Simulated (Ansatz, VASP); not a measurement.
Two plane-wave programs on B

```xyz
7
Lattice="2.3723 0.0000 0.0000 -1.1861 2.0545 0.0000 0.0000 0.0000 9.2745" Properties=species:S:1:pos:R:3 pbc="T T T"
B     0.0000    0.0000    0.0000
B     0.0000    1.3696    1.3547
B     0.0000    0.0000    2.6669
B     1.1861    0.6848    3.9989
B     0.0000    1.3696    5.2756
B     0.0000    0.0000    6.6076
B     1.1861    0.6848    7.9198
```

Alike in both runs: functional PBE; k mesh 18 × 18 × 4; occupations gaussian, width 0.1 eV; no spin polarisation.

Ansatz relaxed the structure, and its values are those at the end. VASP's run is a single point on that final structure, the one shown.

```csv
,VASP,Ansatz
version,VASP 6.6.1,Ansatz 0.2.0
potentials or method,"VASP PAW PBE potentials, release 64 (B), cutoff 520 eV","scalar-relativistic, plane waves, PAW"
valence electrons in the cell,21,21
```

Ansatz gave:

- gap on the k mesh at the Fermi level (eV): none
- pressure (GPa): 0.0

Q: What did VASP give for the same quantities?

A: gap on the k mesh at the Fermi level (eV): none; pressure (GPa): -0.1.

A gap of «none» marks a metal or a gap that the smearing closes.
